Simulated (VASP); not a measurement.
# BaS (P-6m2) in VASP: vibrations by perturbation theory with PBE

Aim: the vibrations by perturbation theory of BaS with PBE.

Program: VASP 6.6.1. These are calculated values, not measurements. Logs are shortened: lines on timing, memory, paths and dates and some standing lists are left out, and cuts for length are marked.

## Step 1: The cell of the first run

The structure is hexagonal, space group P-6m2 (No. 187). The conventional cell has a = 4.366 Å, b = 4.366 Å, c = 3.978 Å, α = 90.00°, β = 90.00°, γ = 120.00°. Ba (site symmetry -6m2) has 6 S at 3.21 Å and 2 Ba at 3.98 Å within 4.2 Å. S (site symmetry -6m2) has 6 Ba at 3.21 Å and 2 S at 3.98 Å within 4.2 Å.

## Step 2: Vibrations by perturbation theory, PBE

File INCAR:

```
PREC = Accurate
ENCUT = 520
EDIFF = 1E-8
ISMEAR = 0
SIGMA = 0.01
LREAL = F
LASPH = T
NELM = 100
ALGO = Normal
ISIF = 2
LWAVE = F
LCHARG = F
GGA = PE
NBANDS = 15
IBRION = 8
NSW = 1
LEPSILON = T
```

File KPOINTS:

```
Automatic mesh
0
Gamma
  6 6 8
```

File POSCAR:

```
BaS
1.0
    4.3657349495      0.0000000000      0.0000000000
   -2.1828674748      3.7808373724      0.0000000000
    0.0000000000      0.0000000000      3.9780918227
Ba S
1 1
Direct
    0.0000000000      0.0000000000      0.5000000000
    0.6666666667      0.3333333333      0.0000000000
```

Potentials or basis: VASP PAW PBE potentials, release 64 (Ba_sv, S).

On the command line:

```console
$ cat potpaw_PBE.64/Ba_sv/POTCAR potpaw_PBE.64/S/POTCAR > POTCAR
$ mpirun -np 1 vasp_std > vasp.out
```

OUTCAR:

```text
PREC = Accurate
   ENCUT = 520
   EDIFF = 1E-8
   ISMEAR = 0
   LREAL = F
   LASPH = T
   NELM = 100
   ISIF = 2
   GGA = PE
   IBRION = 8
   NSW = 1
   LEPSILON = T

 ion  position               nearest neighbor table
   1  0.000  0.000  0.500-   2 3.21   2 3.21   2 3.21   2 3.21   2 3.21   2 3.21
   2  0.667  0.333  0.000-   1 3.21   1 3.21   1 3.21   1 3.21   1 3.21   1 3.21

  LATTYP: Found a hexagonal cell.
 ALAT       =     4.3657349495
 C/A-ratio  =     0.9112078192

  Lattice vectors:

 A1 = (   4.3657349495,   0.0000000000,   0.0000000000)
 A2 = (  -2.1828674748,   3.7808373724,   0.0000000000)
 A3 = (   0.0000000000,   0.0000000000,   3.9780918227)

Analysis of symmetry for initial positions (statically):
=====================================================================
 Subroutine PRICEL returns:
 Original cell was already a primitive cell.

 Routine SETGRP: Setting up the symmetry group for a
 hexagonal supercell.

 Subroutine GETGRP returns: Found 12 space group operations
 (whereof 12 operations were pure point group operations)
 out of a pool of 24 trial point group operations.

The static configuration has the point symmetry D_3h.

Analysis of symmetry for dynamics (positions and initial velocities):
=====================================================================
 Subroutine PRICEL returns:
 Original cell was already a primitive cell.

 Routine SETGRP: Setting up the symmetry group for a
 hexagonal supercell.

 Subroutine GETGRP returns: Found 12 space group operations
 (whereof 12 operations were pure point group operations)
 out of a pool of 24 trial point group operations.

The dynamic configuration has the point symmetry D_3h.

 Subroutine INISYM returns: Found 12 space group operations
 (whereof 12 operations are pure point group operations),
 and found     1 'primitive' translations

[... 674 lines left out ...]
    -0.00000 -0.00000  0.01522

 MACROSCOPIC STATIC DIELECTRIC TENSOR (including local field effects in DFT)
 ------------------------------------------------------
           4.614036    -0.000000     0.000000
          -0.000000     4.614036     0.000000
          -0.000000     0.000000     5.541552
 ------------------------------------------------------

 PIEZOELECTRIC TENSOR (including local field effects)  for field in x, y, z        (e  Angst)
          XX          YY          ZZ          XY          YZ          ZX
  --------------------------------------------------------------------------------
  x     0.00000    -0.00000     0.00000    -1.61660     0.00000     0.00000
  y    -1.61660     1.61660     0.00000    -0.00000     0.00000     0.00000
  z     0.00000     0.00000     0.00000     0.00000    -0.00000    -0.00000

 PIEZOELECTRIC TENSOR (including local field effects)  for field in x, y, z        (C/m^2)
          XX          YY          ZZ          XY          YZ          ZX
  --------------------------------------------------------------------------------
  x     0.00000    -0.00000     0.00000    -0.39445     0.00000     0.00000
  y    -0.39445     0.39445     0.00000    -0.00000     0.00000     0.00000
  z     0.00000     0.00000     0.00000     0.00000    -0.00000    -0.00000

 BORN EFFECTIVE CHARGES (including local field effects) (in |e|, cummulative output)
 ---------------------------------------------------------------------------------
 ion    1
    1     2.31149    -0.00000     0.00000
    2    -0.00000     2.31149     0.00000
    3     0.00000     0.00000     2.97560
 ion    2
    1    -2.31149     0.00000     0.00000
    2     0.00000    -2.31149     0.00000
    3    -0.00000     0.00000    -2.97560

 INTERNAL STRAIN TENSOR FOR ION    2 for displacements in x,y,z  (eV/Angst):
          X           Y           Z          XY          YZ          ZX
  --------------------------------------------------------------------------------
  x     0.00000    -0.00000    -0.00000    -1.86978     0.00000     0.00000
  y    -1.86978     1.86978     0.00000    -0.00000     0.00000     0.00000
  z     0.00000     0.00000     0.00000     0.00000     0.00000     0.00000

 SECOND DERIVATIVES (NOT SYMMETRIZED)
 ------------------------------------
               1X          1Y          1Z          2X          2Y          2Z
  1X    -2.399919    0.000000    0.000000    2.399919   -0.000000    0.000000
  1Y     0.000000   -2.399919    0.000000   -0.000000    2.399919    0.000000
  1Z     0.000000    0.000000   -2.026818   -0.000000   -0.000000    2.026818
  2X     2.398072   -0.000000    0.000000   -2.398072    0.000000    0.000000
  2Y    -0.000000    2.398072    0.000000    0.000000   -2.398072    0.000000
  2Z    -0.000000    0.000000    2.028193    0.000000    0.000000   -2.028193

 Eigenvectors and eigenvalues of the dynamical matrix
 ----------------------------------------------------

   1 f  =    4.748548 THz    29.836008 2PiTHz  158.394517 cm-1    19.638408 meV
             X         Y         Z           dx          dy          dz
      0.000000  0.000000  1.989046    -0.407031    0.154088    0.000000
      2.182867  1.260279  0.000000     0.842008   -0.318756    0.000000
[... 21 lines left out ...]
   6 f/i=    0.000716 THz     0.004501 2PiTHz    0.023896 cm-1     0.002963 meV
             X         Y         Z           dx          dy          dz
      0.000000  0.000000  1.989046    -0.895826   -0.089875   -0.000000
      2.182867  1.260279  0.000000    -0.433047   -0.043446   -0.000000

--------------------------------------------------------------------------------------------------------

 MACROSCOPIC STATIC DIELECTRIC TENSOR IONIC CONTRIBUTION
 ------------------------------------------------------
           6.137616    -0.000000     0.000000
          -0.000000     6.137616     0.000000
           0.000000     0.000000    12.034611
 ------------------------------------------------------

 ELASTIC MODULI CONTR FROM IONIC RELAXATION (kBar)
 Direction    XX          YY          ZZ          XY          YZ          ZX
 --------------------------------------------------------------------------------
 XX         -35.5157     35.5157     -0.0000      0.0000      0.0000      0.0000
 YY          35.5157    -35.5157      0.0000      0.0000      0.0000      0.0000
 ZZ          -0.0000      0.0000     -0.0000      0.0000      0.0000      0.0000
 XY           0.0000      0.0000      0.0000    -35.5157      0.0000      0.0000
 YZ           0.0000      0.0000      0.0000      0.0000      0.0000      0.0000
 ZX           0.0000      0.0000      0.0000      0.0000      0.0000      0.0000
 --------------------------------------------------------------------------------

 PIEZOELECTRIC TENSOR IONIC CONTR  for field in x, y, z        (C/m^2)
          XX          YY          ZZ          XY          YZ          ZX
  --------------------------------------------------------------------------------
  x    -0.00000     0.00000    -0.00000     0.43932     0.00000     0.00000
  y     0.43932    -0.43932     0.00000     0.00000     0.00000     0.00000
  z    -0.00000    -0.00000    -0.00000    -0.00000     0.00000     0.00000
```

Run time: 5.8 min. Hardware: 1 thread of Intel Xeon 6975P-C (Granite Rapids), shared host; peak memory 0.43 GiB.

What came out:

| Quantity | Value |
| --- | --- |
| Electronic dielectric tensor (diagonal) | 4.61, 4.61, 5.54 |
| Born charges (mean of the diagonal) | Ba +2.53; S -2.53 e |
| Highest phonon frequency at Γ, LO-TO splitting left out | 158 cm⁻¹ |

Phonon frequencies in cm⁻¹ (negative: imaginary):
| q point | frequencies |
| --- | --- |
| (0.000, 0.000, 0.000) | 0 0 0 146 158 158 |

Electronic dielectric tensor:
```
4.61 0.00 0.00
0.00 4.61 0.00
0.00 0.00 5.54
```

Born effective charge tensors (e):
atom 1, Ba
```
2.31 0.00 0.00
0.00 2.31 0.00
0.00 0.00 2.98
```
atom 2, S
```
-2.31  0.00  0.00
 0.00 -2.31  0.00
 0.00  0.00 -2.98
```

Caveat: spin-orbit coupling is left out, which moves the levels of the heavy elements.
